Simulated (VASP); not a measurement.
# Tl (P6_3/mmc) in VASP: further runs, part 2 of 2

VASP 6.6.1. The steps go on from the part before.

## (4) Single point, LDA

INCAR

```
ALGO = Normal
EDIFF = 1E-6
ENCUT = 520
GGA = CA
ISIF = 2
ISMEAR = -1
LASPH = True
LCHARG = False
LREAL = False
LWAVE = False
NBANDS = 20
NELM = 100
PREC = Accurate
SIGMA = 0.1
```

KPOINTS

```
k-points
0
Gamma
  7 7 4
```

POSCAR

```
Tl
1.0
    3.4014029632      0.0000000000      0.0000000000
   -1.7007014816      2.9457013746      0.0000000000
    0.0000000000      0.0000000000      5.4430041633
Tl
2
Direct
    0.3333333333      0.6666666667      0.2500000000
    0.6666666667      0.3333333333      0.7500000000
```

Potentials or basis: VASP PAW LDA potentials, release 64 (Tl_d).

Launch:

```bash
$ cat potpaw_LDA.64/Tl_d/POTCAR > POTCAR
$ mpirun -np 1 vasp_std > vasp.out
```

OUTCAR:

```text
EDIFF = 1E-6
   ENCUT = 520
   GGA = CA
   ISIF = 2
   ISMEAR = -1
   LASPH = True
   LREAL = False
   NELM = 100
   PREC = Accurate

 ion  position               nearest neighbor table
   1  0.333  0.667  0.250-   2 3.36   2 3.36   2 3.36   2 3.36   2 3.36   2 3.36
   2  0.667  0.333  0.750-   1 3.36   1 3.36   1 3.36   1 3.36   1 3.36   1 3.36

  LATTYP: Found a hexagonal cell.
 ALAT       =     3.4014029632
 C/A-ratio  =     1.6002232673

  Lattice vectors:

 A1 = (   3.4014029632,   0.0000000000,   0.0000000000)
 A2 = (  -1.7007014816,   2.9457013746,   0.0000000000)
 A3 = (   0.0000000000,   0.0000000000,   5.4430041633)

Analysis of symmetry for initial positions (statically):
=====================================================================
 Subroutine PRICEL returns:
 Original cell was already a primitive cell.

 Routine SETGRP: Setting up the symmetry group for a
 hexagonal supercell.

 Subroutine GETGRP returns: Found 24 space group operations
 (whereof 12 operations were pure point group operations)
 out of a pool of 24 trial point group operations.
[... 159 lines left out ...]
  ---------------------------------------------------
  free energy    TOTEN  =        -5.82103963 eV

  energy without entropy =       -5.77679957  energy(sigma->0) =       -5.79891960

 E-fermi :   6.8079     XC(G=0): -10.7425

 val. band max:        6.6719851840   @ k =   0.1429  -0.0000   0.2500
 cond. band min:       6.8455807754   @ k =   0.4286  -0.0000   0.2500
 fundamental gap:      0.1735955914
 Fermi energy:         6.8078677689

 k-point     1 :       0.0000    0.0000    0.0000
  band No.  band energies     occupation
      1      -5.0790      2.00000
      2      -4.8031      2.00000
      3      -4.7594      2.00000
      4      -4.7594      2.00000
      5      -4.6975      2.00000
      6      -4.6975      2.00000
[... 541 lines left out ...]
     19      18.2783      0.00000
     20      18.2783      0.00000

------------------------ aborting loop because EDIFF is reached ----------------------------------------

  FORCE on cell =-STRESS in cart. coord.  units (eV):
  Direction    XX          YY          ZZ          XY          YZ          ZX
  --------------------------------------------------------------------------------------
  -------------------------------------------------------------------------------------
  Total       -0.0122534     -0.0122534      0.2178463      0.0000000      0.0000000      0.0000000
  in kB       -0.3599826     -0.3599826      6.3999315      0.0000000      0.0000000      0.0000000
  external PRESSURE =       1.8933221 kB  Pullay stress =       0.0000000 kB

 VOLUME and BASIS-vectors are now :
 -----------------------------------------------------------------------------
  energy-cutoff  :      520.00
  volume of cell :       54.54
      direct lattice vectors                 reciprocal lattice vectors
     3.401402963  0.000000000  0.000000000     0.293996334  0.169738862  0.000000000
    -1.700701482  2.945701375  0.000000000     0.000000000  0.339477725  0.000000000
     0.000000000  0.000000000  5.443004163     0.000000000  0.000000000  0.183722071

 POSITION                                       TOTAL-FORCE (eV/Angst)
 -----------------------------------------------------------------------------------
     -0.00000      1.96380      1.36075         0.000000     -0.000000      0.000000
      1.70070      0.98190      4.08225        -0.000000      0.000000      0.000000
 -----------------------------------------------------------------------------------
    total drift:                               -0.000000      0.000000      0.000000

  FREE ENERGIE OF THE ION-ELECTRON SYSTEM (eV)
  ---------------------------------------------------
  free  energy   TOTEN  =        -5.8210396287 eV

  energy  without entropy=       -5.7767995686  energy(sigma->0) =       -5.79891960
```

Run time: 17 s. Hardware: 1 thread of Intel Xeon Platinum 8259CL at 2.50GHz (Skylake/Cascade Lake), shared host; peak memory 0.16 GiB.

What came out:

* Free energy: -5.8210 eV
* Pressure: 0.2 GPa
* Band gap on the k mesh: zero (band 13 reaches 10.45 eV, above the bottom of band 14 at 4.73 eV)

Stress tensor (GPa, compression positive):
```
-0.04  0.00  0.00
 0.00 -0.04  0.00
 0.00  0.00  0.64
```

Levels at points of the mesh, in eV from the Fermi level:
| k point | band 9 | band 10 | band 11 | band 12 | band 13 | band 14 | band 15 | band 16 | band 17 | band 18 |
| --- | --- | --- | --- | --- | --- | --- | --- | --- | --- | --- |
| (0.00, 0.00, 0.00) | -11.07 | -11.07 | -10.40 | -5.12 | -3.07 | 8.24 | 8.24 | 10.44 | 10.44 | 10.45 |
| (0.00, 0.00, 0.50) | -11.19 | -11.19 | -8.90 | -8.90 | 3.48 | 3.48 | 9.26 | 9.26 | 9.26 | 9.26 |

Caveat: spin-orbit coupling is left out, which moves the levels of the heavy elements.

## (5) Single point, LDA

INCAR: that of step 4 with these lines changed.

```diff
@@ -3,3 +3,2 @@
 ENCUT = 520
-GGA = CA
 ISIF = 2
@@ -11,3 +10,3 @@
 NBANDS = 20
-NELM = 100
+NELM = 80
 PREC = Accurate
```

KPOINTS

```
k-points
0
Gamma
  9 9 5
```

POSCAR is that of step 4.

Launch:

```bash
$ cat potpaw_LDA.64/Tl_d/POTCAR > POTCAR
$ mpirun -np 1 vasp_std > vasp.out
```

It took 25 s on 1 thread of Intel Xeon Platinum 8259CL at 2.50GHz (Skylake/Cascade Lake), shared host; peak memory 0.17 GiB.

It converged, with:

* Free energy: -5.8649 eV
* Pressure: 0.3 GPa
* Band gap on the k mesh: zero (band 13 reaches 9.01 eV, above the bottom of band 14 at 5.11 eV)

Stress tensor (GPa, compression positive):
```
-0.21  0.00  0.00
 0.00 -0.21  0.00
 0.00  0.00  1.42
```

Levels at points of the mesh, in eV from the Fermi level:
| k point | band 11 | band 12 | band 13 | band 14 | band 15 | band 16 |
| --- | --- | --- | --- | --- | --- | --- |
| (0.00, 0.00, 0.00) | -10.37 | -5.08 | -3.03 | 8.28 | 8.28 | 10.47 |

Caveat: spin-orbit coupling is left out, which moves the levels of the heavy elements.

## (6) Single point, LDA

INCAR

```
PREC = Accurate
ENCUT = 520
EDIFF = 1E-6
ISMEAR = -1
SIGMA = 0.1
LREAL = F
LASPH = T
NELM = 100
ALGO = Normal
ISIF = 2
LWAVE = F
LCHARG = F
NBANDS = 20
```

KPOINTS

```
regular mesh
0
Gamma
  11 11 6
```

POSCAR is that of step 5.

Potentials or basis: VASP PAW LDA potentials, release 64 (Tl_d).

Launch:

```bash
$ cat potpaw_LDA.64/Tl_d/POTCAR > POTCAR
$ mpirun -np 1 vasp_std > vasp.out
```

OUTCAR:

```text
PREC = Accurate
   ENCUT = 520
   EDIFF = 1E-6
   ISMEAR = -1
   LREAL = F
   LASPH = T
   NELM = 100
   ISIF = 2

 ion  position               nearest neighbor table
   1  0.333  0.667  0.250-   2 3.36   2 3.36   2 3.36   2 3.36   2 3.36   2 3.36
   2  0.667  0.333  0.750-   1 3.36   1 3.36   1 3.36   1 3.36   1 3.36   1 3.36

  LATTYP: Found a hexagonal cell.
 ALAT       =     3.4014029632
 C/A-ratio  =     1.6002232673

  Lattice vectors:

 A1 = (   3.4014029632,   0.0000000000,   0.0000000000)
 A2 = (  -1.7007014816,   2.9457013746,   0.0000000000)
 A3 = (   0.0000000000,   0.0000000000,   5.4430041633)

Analysis of symmetry for initial positions (statically):
=====================================================================
 Subroutine PRICEL returns:
 Original cell was already a primitive cell.

 Routine SETGRP: Setting up the symmetry group for a
 hexagonal supercell.

 Subroutine GETGRP returns: Found 24 space group operations
 (whereof 12 operations were pure point group operations)
 out of a pool of 24 trial point group operations.

The static configuration has the point symmetry D_3d.
 The point group associated with its full space group is D_6h.

Analysis of symmetry for dynamics (positions and initial velocities):
=====================================================================
 Subroutine PRICEL returns:
 Original cell was already a primitive cell.

 Routine SETGRP: Setting up the symmetry group for a
 hexagonal supercell.

 Subroutine GETGRP returns: Found 24 space group operations
 (whereof 12 operations were pure point group operations)
 out of a pool of 24 trial point group operations.

The dynamic configuration has the point symmetry D_3d.
 The point group associated with its full space group is D_6h.

 Subroutine INISYM returns: Found 24 space group operations
 (whereof 12 operations are pure point group operations),
 and found     1 'primitive' translations

----------------------------------------------------------------------------------------

                                     Primitive cell

  volume of cell :      54.5363

  direct lattice vectors                    reciprocal lattice vectors
     3.401402963  0.000000000  0.000000000     0.293996334  0.169738862  0.000000000
    -1.700701482  2.945701375  0.000000000     0.000000000  0.339477725  0.000000000
     0.000000000  0.000000000  5.443004163     0.000000000  0.000000000  0.183722071

  length of vectors
     3.401402963  3.401402963  5.443004163     0.339477725  0.339477725  0.183722071

  position of ions in fractional coordinates (direct lattice)
     0.333333333  0.666666667  0.250000000
     0.666666667  0.333333333  0.750000000

  ion indices of the primitive-cell ions
   primitive index   ion index
                 1           1
                 2           2

----------------------------------------------------------------------------------------

 KPOINTS: regular mesh

Automatic generation of k-mesh.
 Grid dimensions read from file:
 generate k-points for:   11   11    6

 Generating k-lattice:

  Cartesian coordinates                     Fractional coordinates (reciprocal lattice)
     0.026726939  0.015430806  0.000000000     0.090909091  0.000000000  0.000000000
     0.000000000  0.030861611  0.000000000     0.000000000  0.090909091  0.000000000
     0.000000000  0.000000000  0.030620345     0.000000000  0.000000000  0.166666667

  Length of vectors
     0.030861611  0.030861611  0.030620345

  Shift w.r.t. Gamma in fractional coordinates (k-lattice)
     0.000000000  0.000000000  0.000000000

 Subroutine IBZKPT returns following result:
 ===========================================

 Found     64 irreducible k-points:

 Following reciprocal coordinates:
            Coordinates               Weight
  0.000000  0.000000  0.000000      1.000000
  0.090909 -0.000000  0.000000      6.000000
  0.181818 -0.000000  0.000000      6.000000
  0.272727  0.000000  0.000000      6.000000
  0.363636  0.000000  0.000000      6.000000
  0.454545 -0.000000  0.000000      6.000000
[... 16 lines left out ...]
  0.090909  0.090909  0.166667     12.000000
  0.181818  0.090909  0.166667     24.000000
 [... further k-points ...]
   k-points           NKPTS =     64   k-points in BZ     NKDIM =     64   number of bands    NBANDS=     20
   number of dos      NEDOS =    301   number of ions     NIONS =      2
   total plane-waves  NPLWV =  31360
   dimension x,y,z NGX =    28 NGY =   28 NGZ =   40
   dimension x,y,z NGXF=    56 NGYF=   56 NGZF=   80
   ions per type =               2
   NGX,Y,Z   is equivalent  to a cutoff of  13.69, 13.69, 12.22 a.u.
   NGXF,Y,Z  is equivalent  to a cutoff of  27.37, 27.37, 24.43 a.u.
 SYSTEM =  unknown system
   PREC   = accura    normal or accurate (medium, high low for compatibility)
   ISTART =      0    job   : 0-new  1-cont  2-samecut
   ICHARG =      2    charge: 1-file 2-atom 10-const
   ISPIN  =      1    spin polarized calculation?
   LNONCOLLINEAR =      F non collinear calculations
   LSORBIT =      F    spin-orbit coupling
   LASPH  =      T    aspherical Exc in radial PAW
   ENCUT  =  520.0 eV  38.22 Ry    6.18 a.u.   6.32  6.32 10.12*2*pi/ulx,y,z
   NELM   =    100;   NELMIN=  2; NELMDL= -5     # of ELM steps
   EDIFF  = 0.1E-05   stopping-criterion for ELM
   LREAL  =      F    real-space projection
   EDIFFG = 0.1E-04   stopping-criterion for IOM
   NSW    =      0    number of steps for IOM
   IBRION =     -1    ionic relax: 0-MD 1-quasi-New 2-CG
   NFREE  =      0    steps in history (QN), initial steepest desc. (CG)
   ISIF   =      2    stress and relaxation
   ISYM   =      2    0-nonsym 1-usesym 2-fastsym
   POTIM  = 0.5000    time-step for ionic-motion
   TEBEG  =    0.0;   TEEND  =   0.0 temperature during run
   PSTRESS=    0.0 pullay stress
   NELECT =      26.0000    total number of electrons
   NUPDOWN=      -1.0000    fix difference up-down
   EMIN   =  10.00;   EMAX   =-10.00  energy-range for DOS
   EFERMI =   0.00;   METHOD = LEGACY
   ISMEAR =    -1;   SIGMA  =   0.10  broadening in eV -4-tet -1-fermi 0-gaus
   EFERMI_NEDOS =   21; number of points for ismear=-14 and -15
   IALGO  =     38    algorithm
   IMIX   =      4    mixing-type and parameters
     AMIX     =   0.40;   BMIX     =  1.00
     AMIX_MAG =   1.60;   BMIX_MAG =  1.00
  volume/ion in A,a.u.               =      27.27       184.01
  Fermi-wavevector in a.u.,A,eV,Ry     =   1.278903  2.416775 22.253577  1.635592
  Thomas-Fermi vector in A             =   2.411419
   LORBIT       =      0    0 simple, 1 ext, 2 COOP (PROOUT), +10 PAW based schemes
   GGA     = CA    functional components
   LHFCALC =     F    Hartree Fock is set to
   AEXX    =    0.0000 exact exchange contribution
   IVDW    =     0    specifies the selected vdW correction
   LEPSILON=     F    determine dielectric tensor
   LRPA    =     F    only Hartree local field effects (RPA)
 non-spin polarized calculation
  energy-cutoff  :      520.00
  volume of cell :       54.54
 maximum number of plane-waves:      1496
 NGX is ok and might be reduce to    28
   NGX = 13   NGY = 13   NGZ = 21

 number of electron      25.9999999 magnetization

 Free energy of the ion-electron system (eV)
  ---------------------------------------------------
  ext. energy  EPLUGINS =         0.00000000
  ---------------------------------------------------
  free energy    TOTEN  =        -5.88989234 eV

  energy without entropy =       -5.86130296  energy(sigma->0) =       -5.87559765

 E-fermi :   6.7666     XC(G=0): -10.7418

 val. band max:        6.7329633697   @ k =   0.3636   0.0000   0.0000
 cond. band min:       6.7957372291   @ k =   0.3636   0.2727   0.3333
 fundamental gap:      0.0627738594
 Fermi energy:         6.7665553239

 k-point     1 :       0.0000    0.0000    0.0000
  band No.  band energies     occupation
      1      -5.0729      2.00000
      2      -4.7905      2.00000
      3      -4.7684      2.00000
      4      -4.7684      2.00000
      5      -4.7065      2.00000
      6      -4.7065      2.00000
[... 12 lines left out ...]
     19      17.9532      0.00000
     20      18.0457      0.00000

 k-point     2 :       0.0909   -0.0000    0.0000
  band No.  band energies     occupation
      1      -5.0401      2.00000
      2      -4.8288      2.00000
      3      -4.7282      2.00000
      4      -4.7245      2.00000
      5      -4.7080      2.00000
      6      -4.6692      2.00000
[... 498 lines left out ...]
 k-point    24 :       0.1818    0.0909    0.1667
  band No.  band energies     occupation
      1      -4.9864      2.00000
      2      -4.8706      2.00000
      3      -4.8101      2.00000
      4      -4.7352      2.00000
      5      -4.7151      2.00000
      6      -4.5667      2.00000
[... 12 lines left out ...]
     19      17.1972      0.00000
     20      18.0573      0.00000

 [... further k-points ...]
[... 5 lines left out ...]
  --------------------------------------------------------------------------------------
  -------------------------------------------------------------------------------------
  Total        0.0275654      0.0275654      0.0465580      0.0000000     -0.0000000      0.0000000
  in kB        0.8098214      0.8098214      1.3677907      0.0000000     -0.0000000      0.0000000
  external PRESSURE =       0.9958112 kB  Pullay stress =       0.0000000 kB

 VOLUME and BASIS-vectors are now :
 -----------------------------------------------------------------------------
  energy-cutoff  :      520.00
  volume of cell :       54.54
      direct lattice vectors                 reciprocal lattice vectors
     3.401402963  0.000000000  0.000000000     0.293996334  0.169738862  0.000000000
    -1.700701482  2.945701375  0.000000000     0.000000000  0.339477725  0.000000000
     0.000000000  0.000000000  5.443004163     0.000000000  0.000000000  0.183722071

 POSITION                                       TOTAL-FORCE (eV/Angst)
 -----------------------------------------------------------------------------------
     -0.00000      1.96380      1.36075        -0.000000     -0.000000      0.000000
      1.70070      0.98190      4.08225         0.000000      0.000000      0.000000
 -----------------------------------------------------------------------------------
    total drift:                               -0.000000      0.000000      0.000000

  FREE ENERGIE OF THE ION-ELECTRON SYSTEM (eV)
  ---------------------------------------------------
  free  energy   TOTEN  =        -5.8898923364 eV

  energy  without entropy=       -5.8613029613  energy(sigma->0) =       -5.87559765
```

OSZICAR:

```text
N       E                     dE             d eps       ncg     rms          rms(c)
DAV:   1     0.132755682336E+03    0.13276E+03   -0.14350E+04  2568   0.124E+03
DAV:   2    -0.337856359378E+01   -0.13613E+03   -0.13338E+03  2772   0.280E+02
DAV:   3    -0.594818735429E+01   -0.25696E+01   -0.25588E+01  2980   0.342E+01
DAV:   4    -0.596311104716E+01   -0.14924E-01   -0.14922E-01  2756   0.283E+00
DAV:   5    -0.596330628924E+01   -0.19524E-03   -0.19524E-03  2876   0.323E-01    0.366E+00
DAV:   6    -0.590255953703E+01    0.60747E-01   -0.98822E-02  2700   0.248E+00    0.253E+00
DAV:   7    -0.589106224466E+01    0.11497E-01   -0.42611E-02  2772   0.160E+00    0.770E-01
DAV:   8    -0.588988995747E+01    0.11723E-02   -0.41458E-03  2672   0.505E-01    0.415E-02
DAV:   9    -0.588989296484E+01   -0.30074E-05   -0.20744E-05  2872   0.382E-02    0.806E-03
DAV:  10    -0.588989233637E+01    0.62847E-06   -0.10776E-06  1648   0.868E-03
   1 F= -.58898923E+01 E0= -.58755976E+01  d E =-.285894E-01
```

stdout:

```text
POSCAR found type information on POSCAR Tl
 POSCAR found :  1 types and       2 ions
 scaLAPACK will be used
 LDA part: xc-table for (Slater(with rela. corr.)+CA(PZ))
 , standard interpolation
 POSCAR, INCAR and KPOINTS ok, starting setup
 FFT: planning ... GRIDC
 FFT: planning ... GRID_SOFT
 FFT: planning ... GRID
 WAVECAR not read
 entering main loop
```

Run time: 48 s. Hardware: 1 thread of Intel Xeon Platinum 8259CL at 2.50GHz (Skylake/Cascade Lake), shared host; peak memory 0.19 GiB.

Results:

```yaml
Free_energy: -5.8899 eV
Pressure: 0.1 GPa
Band_gap_on_the_k_mesh: zero (band 13 reaches 10.48 eV, above the bottom of band 14 at 4.51 eV)
```

Levels at points of the mesh, in eV from the Fermi level:
```tsv
k point	band 10	band 11	band 12	band 13	band 14	band 15	band 16	band 17
(0.00, 0.00, 0.00)	-11.02	-10.36	-5.07	-3.02	8.28	8.28	10.48	10.48
(0.00, 0.00, 0.50)	-11.14	-8.85	-8.85	3.53	3.53	9.30	9.30	9.30
```

Caveat: spin-orbit coupling is left out, which moves the levels of the heavy elements.

## (7) Summary

```tsv
k mesh	gap on the mesh (eV)	pressure (GPa)
4 × 4 × 2	none	2.1
5 × 5 × 3	none	0.2
7 × 7 × 4	none	0.2
9 × 9 × 5	none	0.3
11 × 11 × 6	none	0.1
```

Alike in all rows: task single point; level LDA; potentials or basis VASP PAW LDA potentials, release 64 (Tl_d); no spin polarisation; cell as given; cutoff (eV) 520; smearing fermi-dirac 0.1 eV.

Caveats: some runs use coarse meshes; spin-orbit coupling is left out, which moves the levels of the heavy elements.

Total energies depend on the potentials used, so only differences within one code and one set of settings carry meaning.
